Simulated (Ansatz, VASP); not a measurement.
**C in VASP and in Ansatz**

The input INCAR:

```
  ALGO = Normal
  EDIFF = 1E-6
  ENCUT = 520
  GGA = PS
  ISIF = 2
  ISMEAR = 0
  LASPH = T
  LCHARG = F
  LREAL = F
  LWAVE = F
  NBANDS = 11
  NELM = 80
  PREC = Accurate
  SIGMA = 0.15
```

File KPOINTS:

```
k-points
0
Gamma
  24 24 6
```

File POSCAR:

```
C
1.0
    2.4561701622      0.0000000000      0.0000000000
   -1.2280850811      2.2334610443      0.0000000000
    0.0000000000      0.0000000000      8.5238033600
C
2
Direct
    0.3333333333      0.6666666667      0.0000000000
    0.6666666667      0.3333333333      0.0000000000
```

Input for Ansatz:

```yaml
crystal:
  lattice:
    - [2.4561701622, 0.0, 0.0]
    - [-1.2280850811, 2.2334610443, 0.0]
    - [0.0, 0.0, 8.52380336]
  atoms:
    - { symbol: C, position: [0.3333333333, 0.6666666667, 0.0] }
    - { symbol: C, position: [0.6666666667, 0.3333333333, 0.0] }
basis:
  ecutwfc: 420
kpoints:
  mp_grid: { grid: [24, 24, 6] }
hamiltonian:
  xc: pbesol
scf:
  occupations: { method: gaussian, width: 0.15 }
output:
  forces: true
  stress: true
  eigenvalues: true
```

Change from the starting cell: strain +0.0500 x Voigt [0, 1, 0, 0, 0, 0], atoms carried along.

Alike in both runs: task single point; functional PBEsol; k mesh 24 × 24 × 6; occupations gaussian, width 0.15 eV; no spin polarisation.

|  | VASP | Ansatz |
| --- | --- | --- |
| version | VASP 6.6.1 | Ansatz 0.2.0 |
| potentials or method | VASP PAW PBE potentials, release 64 (C), cutoff 520 eV | scalar-relativistic, plane waves, PAW |
| valence electrons in the cell | 8 | 8 |

VASP gave:

```
gap on the k mesh at the Fermi level (eV) : 0.59
least direct gap on the mesh (eV)         : 0.59
rms of the force components (eV/Å)        : 0.156
```

Estimate Ansatz's values.

gap on the k mesh at the Fermi level (eV): 0.59; least direct gap on the mesh (eV): 0.59; rms of the force components (eV/Å): 0.148.

VASP's potentials were made for PBE, not for PBEsol. Atom by atom the forces differ by 0.009 eV/Å (rms over components). The functional is the same, so the differences come from potentials, cutoffs and numerics.
